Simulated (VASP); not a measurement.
# InSb3 (Pm-3m) in VASP: notebook

InSb3 is run at these levels: PBEsol; tasks: single point, relaxation of cell and atoms.

Program: VASP 6.6.1. These are calculated values, not measurements. Logs are shortened: lines on timing, memory, paths and dates and some standing lists are left out, and cuts for length are marked.

**1. The cell of the first run**

The structure is cubic, space group Pm-3m (No. 221). The conventional cell has a = 4.616 Å, b = 4.616 Å, c = 4.616 Å, α = 90.00°, β = 90.00°, γ = 90.00°. Sb (site symmetry 4/mmm) has 8 Sb at 3.26 Å and 4 In at 3.26 Å within 4.3 Å. Within 4.3 Å of In (site symmetry m-3m) lie 12 Sb at 3.26 Å.

**2. Single point, PBEsol**

File INCAR:

```
SYSTEM = InSb3
PREC = Accurate
ENCUT = 520
EDIFF = 1E-6
ISMEAR = -1
SIGMA = 0.05
LREAL = .False.
LASPH = .True.
NELM = 60
ALGO = Normal
ISIF = 2
LWAVE = .False.
LCHARG = .False.
GGA = PS
NBANDS = 22
```

File KPOINTS:

```
Automatic mesh
0
Gamma
  6 6 6
  0 0 0
```

File POSCAR:

```
InSb3
1.0
    4.6159810301      0.0000000000      0.0000000000
    0.0000000000      4.6159810301      0.0000000000
    0.0000000000      0.0000000000      4.6159810301
Sb In
3 1
Direct
    0.5000000000      0.5000000000      0.0000000000
    0.0000000000      0.5000000000      0.5000000000
    0.5000000000      0.0000000000      0.5000000000
    0.0000000000      0.0000000000      0.0000000000
```

Potentials or basis: VASP PAW PBE potentials, release 64 (Sb, In_d).

On the command line:

```
$ cat potpaw_PBE.64/Sb/POTCAR potpaw_PBE.64/In_d/POTCAR > POTCAR
$ mpirun -np 1 vasp_std > vasp.out
```

OUTCAR:

```text
SYSTEM = InSb3
   PREC = Accurate
   ENCUT = 520
   EDIFF = 1E-6
   ISMEAR = -1
   LREAL = .False.
   LASPH = .True.
   NELM = 60
   ISIF = 2
   GGA = PS

 ion  position               nearest neighbor table
   1  0.500  0.500  0.000-   2 3.26   3 3.26   4 3.26   2 3.26   3 3.26   3 3.26   4 3.26   3 3.26
                             2 3.26   4 3.26   2 3.26   4 3.26
   2  0.000  0.500  0.500-   1 3.26   3 3.26   4 3.26   1 3.26   4 3.26   3 3.26   4 3.26   4 3.26
                             1 3.26   3 3.26   1 3.26   3 3.26
   3  0.500  0.000  0.500-   1 3.26   2 3.26   4 3.26   1 3.26   4 3.26   1 3.26   2 3.26   1 3.26
                             2 3.26   4 3.26   4 3.26   2 3.26
   4  0.000  0.000  0.000-   1 3.26   2 3.26   3 3.26   2 3.26   3 3.26   1 3.26   2 3.26   2 3.26
                             1 3.26   3 3.26   3 3.26   1 3.26

  LATTYP: Found a simple cubic cell.
 ALAT       =     4.6159810301

  Lattice vectors:

 A1 = (   4.6159810301,   0.0000000000,   0.0000000000)
 A2 = (   0.0000000000,   4.6159810301,   0.0000000000)
 A3 = (   0.0000000000,   0.0000000000,   4.6159810301)

Analysis of symmetry for initial positions (statically):
=====================================================================
 Subroutine PRICEL returns:
 Original cell was already a primitive cell.

 Routine SETGRP: Setting up the symmetry group for a
 simple cubic supercell.

 Subroutine GETGRP returns: Found 48 space group operations
 (whereof 48 operations were pure point group operations)
 out of a pool of 48 trial point group operations.

The static configuration has the point symmetry O_h .

Analysis of symmetry for dynamics (positions and initial velocities):
=====================================================================
 Subroutine PRICEL returns:
 Original cell was already a primitive cell.

 Routine SETGRP: Setting up the symmetry group for a
 simple cubic supercell.

 Subroutine GETGRP returns: Found 48 space group operations
 (whereof 48 operations were pure point group operations)
 out of a pool of 48 trial point group operations.

The dynamic configuration has the point symmetry O_h .

 Subroutine INISYM returns: Found 48 space group operations
 (whereof 48 operations are pure point group operations),
 and found     1 'primitive' translations

----------------------------------------------------------------------------------------

                                     Primitive cell

  volume of cell :      98.3540

  direct lattice vectors                    reciprocal lattice vectors
     4.615981030  0.000000000  0.000000000     0.216638672  0.000000000  0.000000000
     0.000000000  4.615981030  0.000000000     0.000000000  0.216638672  0.000000000
     0.000000000  0.000000000  4.615981030     0.000000000  0.000000000  0.216638672

  length of vectors
     4.615981030  4.615981030  4.615981030     0.216638672  0.216638672  0.216638672

  position of ions in fractional coordinates (direct lattice)
     0.500000000  0.500000000  0.000000000
     0.000000000  0.500000000  0.500000000
     0.500000000  0.000000000  0.500000000
     0.000000000  0.000000000  0.000000000

  ion indices of the primitive-cell ions
   primitive index   ion index
                 1           1
                 2           2
                 3           3
                 4           4

----------------------------------------------------------------------------------------

 KPOINTS: Automatic mesh

Automatic generation of k-mesh.
 Grid dimensions read from file:
 generate k-points for:    6    6    6

 Generating k-lattice:

  Cartesian coordinates                     Fractional coordinates (reciprocal lattice)
     0.036106445  0.000000000  0.000000000     0.166666667  0.000000000  0.000000000
     0.000000000  0.036106445  0.000000000     0.000000000  0.166666667  0.000000000
     0.000000000  0.000000000  0.036106445     0.000000000  0.000000000  0.166666667

  Length of vectors
     0.036106445  0.036106445  0.036106445

  Shift w.r.t. Gamma in fractional coordinates (k-lattice)
     0.000000000  0.000000000  0.000000000

 Subroutine IBZKPT returns following result:
 ===========================================

 Found     20 irreducible k-points:

 Following reciprocal coordinates:
            Coordinates               Weight
  0.000000  0.000000  0.000000      1.000000
  0.166667  0.000000  0.000000      6.000000
  0.333333  0.000000  0.000000      6.000000
  0.500000  0.000000  0.000000      3.000000
  0.166667  0.166667  0.000000     12.000000
  0.333333  0.166667  0.000000     24.000000
[... 12 lines left out ...]
  0.500000  0.500000  0.333333      6.000000
  0.500000  0.500000  0.500000      1.000000
   k-points           NKPTS =     20   k-points in BZ     NKDIM =     20   number of bands    NBANDS=     22
   number of dos      NEDOS =    301   number of ions     NIONS =      4
   total plane-waves  NPLWV =  46656
   dimension x,y,z NGX =    36 NGY =   36 NGZ =   36
   dimension x,y,z NGXF=    72 NGYF=   72 NGZF=   72
   ions per type =               3   1
   NGX,Y,Z   is equivalent  to a cutoff of  12.97, 12.97, 12.97 a.u.
   NGXF,Y,Z  is equivalent  to a cutoff of  25.93, 25.93, 25.93 a.u.
 SYSTEM =  InSb3
   PREC   = accura    normal or accurate (medium, high low for compatibility)
   ISTART =      0    job   : 0-new  1-cont  2-samecut
   ICHARG =      2    charge: 1-file 2-atom 10-const
   ISPIN  =      1    spin polarized calculation?
   LNONCOLLINEAR =      F non collinear calculations
   LSORBIT =      F    spin-orbit coupling
   LASPH  =      T    aspherical Exc in radial PAW
   ENCUT  =  520.0 eV  38.22 Ry    6.18 a.u.   8.58  8.58  8.58*2*pi/ulx,y,z
   NELM   =     60;   NELMIN=  2; NELMDL= -5     # of ELM steps
   EDIFF  = 0.1E-05   stopping-criterion for ELM
   LREAL  =      F    real-space projection
   EDIFFG = 0.1E-04   stopping-criterion for IOM
   NSW    =      0    number of steps for IOM
   IBRION =     -1    ionic relax: 0-MD 1-quasi-New 2-CG
   NFREE  =      0    steps in history (QN), initial steepest desc. (CG)
   ISIF   =      2    stress and relaxation
   ISYM   =      2    0-nonsym 1-usesym 2-fastsym
   POTIM  = 0.5000    time-step for ionic-motion
   TEBEG  =    0.0;   TEEND  =   0.0 temperature during run
   PSTRESS=    0.0 pullay stress
   NELECT =      28.0000    total number of electrons
   NUPDOWN=      -1.0000    fix difference up-down
   EMIN   =  10.00;   EMAX   =-10.00  energy-range for DOS
   EFERMI =   0.00;   METHOD = LEGACY
   ISMEAR =    -1;   SIGMA  =   0.05  broadening in eV -4-tet -1-fermi 0-gaus
   EFERMI_NEDOS =   21; number of points for ismear=-14 and -15
   IALGO  =     38    algorithm
   IMIX   =      4    mixing-type and parameters
     AMIX     =   0.40;   BMIX     =  1.00
     AMIX_MAG =   1.60;   BMIX_MAG =  1.00
  volume/ion in A,a.u.               =      24.59       165.93
  Fermi-wavevector in a.u.,A,eV,Ry     =   1.076953  2.035146 15.780420  1.159828
  Thomas-Fermi vector in A             =   2.212852
   LORBIT       =      0    0 simple, 1 ext, 2 COOP (PROOUT), +10 PAW based schemes
   GGA     = PS    functional components
   LHFCALC =     F    Hartree Fock is set to
   AEXX    =    0.0000 exact exchange contribution
   IVDW    =     0    specifies the selected vdW correction
   LEPSILON=     F    determine dielectric tensor
   LRPA    =     F    only Hartree local field effects (RPA)
 non-spin polarized calculation
  energy-cutoff  :      520.00
  volume of cell :       98.35
 maximum number of plane-waves:      2680
 NGX is ok and might be reduce to    36
   NGX = 17   NGY = 17   NGZ = 17

 number of electron      27.9999983 magnetization

 Free energy of the ion-electron system (eV)
  ---------------------------------------------------
  ext. energy  EPLUGINS =         0.00000000
  ---------------------------------------------------
  free energy    TOTEN  =       -15.96079056 eV

  energy without entropy =      -15.93858484  energy(sigma->0) =      -15.94968770

 E-fermi :   9.2022     XC(G=0): -10.7213

 val. band max:        9.1971149402   @ k =   0.5000   0.3333   0.0000
 cond. band min:       9.2092848125   @ k =   0.1667   0.0000   0.0000
 fundamental gap:      0.0121698723
 Fermi energy:         9.2022236379

 k-point     1 :       0.0000    0.0000    0.0000
  band No.  band energies     occupation
      1      -5.3010      2.00000
      2      -5.3010      2.00000
      3      -5.2708      2.00000
      4      -5.2708      2.00000
      5      -5.2708      2.00000
      6      -3.8548      2.00000
[... 14 lines left out ...]
     21      14.4868      0.00000
     22      14.4868      0.00000

 k-point     2 :       0.1667    0.0000    0.0000
  band No.  band energies     occupation
      1      -5.2985      2.00000
      2      -5.2947      2.00000
      3      -5.2760      2.00000
      4      -5.2760      2.00000
      5      -5.2706      2.00000
      6      -3.6634      2.00000
[... 14 lines left out ...]
     21      15.2617      0.00000
     22      15.6041      0.00000

 k-point     3 :       0.3333    0.0000    0.0000
  band No.  band energies     occupation
      1      -5.2935      2.00000
      2      -5.2865      2.00000
      3      -5.2865      2.00000
      4      -5.2826      2.00000
      5      -5.2704      2.00000
      6      -3.1054      2.00000
[... 14 lines left out ...]
     21      14.3805      0.00000
     22      15.0014      0.00000
[... 376 lines left out ...]
 k-point    19 :       0.5000    0.5000    0.3333
  band No.  band energies     occupation
      1      -5.3345      2.00000
      2      -5.3214      2.00000
      3      -5.3214      2.00000
      4      -5.2528      2.00000
      5      -5.2453      2.00000
      6      -0.2323      2.00000
[... 14 lines left out ...]
     21      15.6970      0.00000
     22      17.7289      0.00000

 k-point    20 :       0.5000    0.5000    0.5000
  band No.  band energies     occupation
      1      -5.3317      2.00000
      2      -5.3317      2.00000
      3      -5.3317      2.00000
      4      -5.2444      2.00000
      5      -5.2444      2.00000
      6       0.0400      2.00000
[... 14 lines left out ...]
     21      16.2872      0.00000
     22      18.3205      0.00000

------------------------ aborting loop because EDIFF is reached ----------------------------------------

  FORCE on cell =-STRESS in cart. coord.  units (eV):
  Direction    XX          YY          ZZ          XY          YZ          ZX
  --------------------------------------------------------------------------------------
  -------------------------------------------------------------------------------------
  Total        3.0734582      3.0734582      3.0734582      0.0000000     -0.0000000      0.0000000
  in kB       50.0663400     50.0663400     50.0663400      0.0000000     -0.0000000      0.0000000
  external PRESSURE =      50.0663400 kB  Pullay stress =       0.0000000 kB

 VOLUME and BASIS-vectors are now :
 -----------------------------------------------------------------------------
  energy-cutoff  :      520.00
  volume of cell :       98.35
      direct lattice vectors                 reciprocal lattice vectors
     4.615981030  0.000000000  0.000000000     0.216638672  0.000000000  0.000000000
     0.000000000  4.615981030  0.000000000     0.000000000  0.216638672  0.000000000
     0.000000000  0.000000000  4.615981030     0.000000000  0.000000000  0.216638672

 POSITION                                       TOTAL-FORCE (eV/Angst)
 -----------------------------------------------------------------------------------
      2.30799      2.30799      0.00000         0.000000      0.000000      0.000000
      0.00000      2.30799      2.30799         0.000000      0.000000      0.000000
      2.30799      0.00000      2.30799         0.000000      0.000000      0.000000
      0.00000      0.00000      0.00000         0.000000      0.000000      0.000000
 -----------------------------------------------------------------------------------
    total drift:                               -0.000000     -0.000000     -0.000000

  FREE ENERGIE OF THE ION-ELECTRON SYSTEM (eV)
  ---------------------------------------------------
  free  energy   TOTEN  =       -15.9607905590 eV

  energy  without entropy=      -15.9385848402  energy(sigma->0) =      -15.94968770
```

Run time: 46 s. Hardware: 1 thread of AMD EPYC 7R43 (Zen 3), shared host; peak memory 0.18 GiB.

Results:

```
Free energy            : -15.9608 eV
Pressure               : 5.0 GPa
Band gap on the k mesh : zero (band 14 reaches 13.36 eV, above the bottom of band 15 at 7.97 eV)
```

Levels at points of the mesh, in eV from the Fermi level:
| k point | band 10 | band 11 | band 12 | band 13 | band 14 | band 15 | band 16 | band 17 | band 18 | band 19 |
| --- | --- | --- | --- | --- | --- | --- | --- | --- | --- | --- |
| (0.00, 0.00, 0.00) | -4.85 | -4.85 | -3.58 | 0.54 | 0.54 | 0.54 | 1.90 | 1.90 | 1.90 | 4.95 |
| (0.50, 0.00, 0.00) | -3.25 | -3.25 | -2.43 | -2.43 | -1.30 | -1.04 | 2.54 | 2.54 | 2.69 | 2.98 |
| (0.50, 0.50, 0.00) | -2.49 | -1.64 | -1.64 | -1.54 | -1.23 | -1.23 | -0.24 | 0.89 | 3.85 | 4.13 |
| (0.50, 0.50, 0.50) | -5.66 | -5.66 | -5.66 | -5.07 | 4.16 | 4.16 | 4.24 | 4.24 | 4.24 | 7.08 |

Caveat: the PAW data sets were made with another functional, which shifts forces and pressure a little; spin-orbit coupling is left out, which moves the levels of the heavy elements.

**3. Single point, PBEsol**

This run uses another cell than the first one, of 26.40 Å³/atom, 1.074 times its volume.

File INCAR:

```
SYSTEM = InSb3
PREC = Accurate
ENCUT = 520
EDIFF = 1E-7
ISMEAR = -1
SIGMA = 0.05
LREAL = .False.
LASPH = .True.
NELM = 60
ALGO = Normal
ISIF = 2
LWAVE = .False.
LCHARG = .True.
GGA = PS
LELF = .True.
LVHAR = .True.
NBANDS = 22
```

KPOINTS is that of step 2.

File POSCAR:

```
InSb3
1.0
    4.7265688395      0.0000000000      0.0000000000
    0.0000000000      4.7265688395      0.0000000000
    0.0000000000      0.0000000000      4.7265688395
Sb In
3 1
Direct
    0.5000000000      0.5000000000      0.0000000000
    0.0000000000      0.5000000000      0.5000000000
    0.5000000000      0.0000000000      0.5000000000
    0.0000000000      0.0000000000      0.0000000000
```

Potentials or basis: VASP PAW PBE potentials, release 64 (Sb, In_d).

On the command line:

```
$ cat potpaw_PBE.64/Sb/POTCAR potpaw_PBE.64/In_d/POTCAR > POTCAR
$ mpirun -np 1 vasp_std > vasp.out
```

Run time: 53 s. Hardware: 1 thread of AMD EPYC 7R43 (Zen 3), shared host; peak memory 0.18 GiB.

It converged, with:

| Item | Value |
| --- | --- |
| Free energy | -16.0670 eV |
| Pressure | 0.0 GPa |
| Band gap on the k mesh | zero (band 14 reaches 12.06 eV, above the bottom of band 15 at 7.13 eV) |

Levels at points of the mesh, in eV from the Fermi level:
| k point | band 10 | band 11 | band 12 | band 13 | band 14 | band 15 | band 16 | band 17 | band 18 | band 19 |
| --- | --- | --- | --- | --- | --- | --- | --- | --- | --- | --- |
| (0.00, 0.00, 0.00) | -4.52 | -4.52 | -3.60 | 0.48 | 0.48 | 0.48 | 1.80 | 1.80 | 1.80 | 4.78 |
| (0.50, 0.00, 0.00) | -3.04 | -3.04 | -2.24 | -2.24 | -1.20 | -0.93 | 2.26 | 2.31 | 2.31 | 2.62 |
| (0.50, 0.50, 0.00) | -2.49 | -1.66 | -1.66 | -1.42 | -1.16 | -1.16 | -0.38 | 0.97 | 3.50 | 3.72 |
| (0.50, 0.50, 0.50) | -5.26 | -5.26 | -5.26 | -4.92 | 3.76 | 3.76 | 3.83 | 3.83 | 3.83 | 6.65 |

Caveat: the PAW data sets were made with another functional, which shifts forces and pressure a little; spin-orbit coupling is left out, which moves the levels of the heavy elements.

**4. Relaxation of cell and atoms, PBEsol**

This run uses another cell than the first one, of 27.76 Å³/atom, 1.129 times its volume.

File INCAR:

```
SYSTEM = InSb3
PREC = Accurate ; ENCUT = 600
EDIFF = 1E-6 ; ISMEAR = -1
SIGMA = 0.05 ; LREAL = .FALSE.
LASPH = .TRUE. ; NELM = 80
ALGO = Normal ; ISIF = 3
LWAVE = .FALSE. ; LCHARG = .FALSE.
GGA = PS ; IBRION = 2
NSW = 80 ; EDIFFG = -0.02
```

File KPOINTS:

```
regular mesh
0
G
  6 6 6
  0 0 0
```

File POSCAR:

```
InSb3
1.0
    4.8063670000      0.0000000000      0.0000000000
    0.0000000000      4.8063670000      0.0000000000
    0.0000000000      0.0000000000      4.8063670000
Sb In
3 1
Direct
    0.5000000000      0.5000000000      0.0000000000
    0.0000000000      0.5000000000      0.5000000000
    0.5000000000      0.0000000000      0.5000000000
    0.0000000000      0.0000000000      0.0000000000
```

On the command line:

```
$ cat potpaw_PBE.64/Sb/POTCAR potpaw_PBE.64/In_d/POTCAR > POTCAR
$ mpirun -np 1 vasp_std > vasp.out
```

Wall time 2.4 min (1 thread of AMD EPYC 7R43 (Zen 3), shared host); peak memory 0.24 GiB.

Results (log left out):

```
Free energy                            : -16.0676 eV
Relaxed volume                         : 26.39 Å³/atom
Relaxed cell                           : a = 4.726 Å, b = 4.726 Å, c = 4.726 Å, α = 90.00°, β = 90.00°, γ = 90.00°
Space group after relaxing (to 0.05 Å) : Pm-3m (No. 221)
Energy gained by relaxing              : 12.0 meV/atom
Ionic steps                            : 3
Pressure after relaxing                : 0.0 GPa
Band gap on the k mesh                 : zero (band 14 reaches 12.06 eV, above the bottom of band 15 at 7.14 eV)
```

Step by step:
```csv
step,energy change (eV),largest force (eV/Å),pressure (GPa),volume (Å³)
1,0.0000,0.0000,-2.68,111.03
2,-0.0418,0.0000,1.11,103.73
3,-0.0481,0.0000,0.01,105.57
```

Final structure:
```cif
data_structure
_symmetry_space_group_name_H-M 'P 1'
_symmetry_Int_Tables_number 1
_cell_length_a 4.7262
_cell_length_b 4.7262
_cell_length_c 4.7262
_cell_angle_alpha 90.000
_cell_angle_beta 90.000
_cell_angle_gamma 90.000
_cell_volume 105.57
loop_
_atom_site_label
_atom_site_type_symbol
_atom_site_fract_x
_atom_site_fract_y
_atom_site_fract_z
_atom_site_occupancy
Sb1 Sb 0.50000 0.50000 0.00000 1
Sb2 Sb 0.00000 0.50000 0.50000 1
Sb3 Sb 0.50000 0.00000 0.50000 1
In1 In 0.00000 0.00000 0.00000 1
```

Levels at points of the mesh, in eV from the Fermi level:
```csv
k point,band 12,band 13,band 14,band 15,band 16,band 17
"(0.00, 0.00, 0.00)",-3.60,0.48,0.48,0.48,1.80,1.80
"(0.50, 0.00, 0.00)",-2.24,-2.24,-1.20,-0.93,2.26,2.31
"(0.50, 0.50, 0.00)",-1.66,-1.42,-1.16,-1.16,-0.38,0.97
"(0.50, 0.50, 0.50)",-5.26,-4.92,3.76,3.76,3.83,3.83
```

Caveat: the PAW data sets were made with another functional, which shifts forces and pressure a little; spin-orbit coupling is left out, which moves the levels of the heavy elements.

(Continued in part 2 of 2.)
